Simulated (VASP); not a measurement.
Input of a VASP 6.6.1 run:

The input INCAR:

```
SYSTEM = SnO
  PREC = Accurate
  ENCUT = 520
  EDIFF = 1E-7
  ISMEAR = 0
  SIGMA = 0.05
  LREAL = .False.
  LASPH = .True.
  NELM = 60
  ALGO = Normal
  ISIF = 2
  LWAVE = .False.
  LCHARG = .False.
  LDIPOL = .True.
  IDIPOL = 3
  DIPOL = 0.5 0.5 0.410
  GGA = PE
  IVDW = 12
  NBANDS = 50
```

KPOINTS

```
regular mesh
0
Gamma
  7 7 1
  0 0 0
```

The input POSCAR:

```
SnO
1.0
    3.8201526153      0.0003049773      0.0000000000
   -0.0003049773      3.8201526153      0.0000000000
    0.0000000000      0.0000000000     22.2260756252
Sn O
4 4
Direct
    0.9999453016      0.9999453016      0.2024648920
    0.4999453016      0.4999453016      0.3087413323
    0.4999453016      0.4999453016      0.5103753802
    0.9999453016      0.9999453016      0.6166496004
    0.9999453016      0.4999453016      0.2556005704
    0.4999453016      0.9999453016      0.2556005704
    0.4999453016      0.9999453016      0.5635164976
    0.9999453016      0.4999453016      0.5635164976
```

Potentials or basis: VASP PAW PBE potentials, release 64 (Sn_d, O).

Run with:

```sh
$ cat potpaw_PBE.64/Sn_d/POTCAR potpaw_PBE.64/O/POTCAR > POTCAR
$ mpirun -np 1 vasp_std > vasp.out
```

(1) Predict the dispersion energy per atom.

(2) What does it give for the largest force?

Results:

(1) -0.152 eV.

(2) 0.097 eV/Å.
